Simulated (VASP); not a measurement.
The system is KGeO3.

```
CELL_PARAMETERS angstrom
4.20000 0.00000 0.00000
0.00000 4.20000 0.00000
0.00000 0.00000 4.20000
ATOMIC_POSITIONS crystal
K 0.00000 0.00000 0.00000
Ge 0.50000 0.50000 0.50000
O 0.50000 0.50000 0.00000
O 0.00000 0.50000 0.50000
O 0.50000 0.00000 0.50000
```

```yaml
Program: VASP 6.6.1
Task: relaxation of cell and atoms
Functional: LDA
Potentials_or_basis: VASP PAW LDA potentials, release 64 (K_sv, Ge_d, O)
Cutoff: 600 eV
k_mesh: 4 × 4 × 4
Occupations: gaussian, width 0.05 eV
Spin: no spin polarisation
```

At the start: pressure -23.8 GPa; volume 14.82 Å³/atom.

How do energy, volume and symmetry change on relaxing?

Over 3 steps the energy falls by 415.3 meV/atom and the volume is 10.77 Å³/atom (-27.3 %); space group Pm-3m (No. 221, to 0.05 Å).

Step by step:
```
step  energy change (eV)  largest force (eV/Å)  pressure (GPa)  volume (Å³)
   1              0.0000                0.0000          -23.80        74.09
   2             -2.0674                0.0000            3.17        52.90
   3             -2.0766                0.0000           -0.07        53.87
```

Final structure:
```
CELL_PARAMETERS angstrom
3.77662 0.00000 0.00000
0.00000 3.77662 0.00000
0.00000 0.00000 3.77662
ATOMIC_POSITIONS crystal
K 0.00000 0.00000 0.00000
Ge 0.50000 0.50000 0.50000
O 0.50000 0.50000 0.00000
O 0.00000 0.50000 0.50000
O 0.50000 0.00000 0.50000
```

Caveat: the k points lie up to 0.42 Å⁻¹ apart in the final cell; the volume moved by over 15 % at a fixed basis, so the end points are rough; an odd number of electrons without spin polarisation forces a metal; a magnetic or distorted state may lie lower.
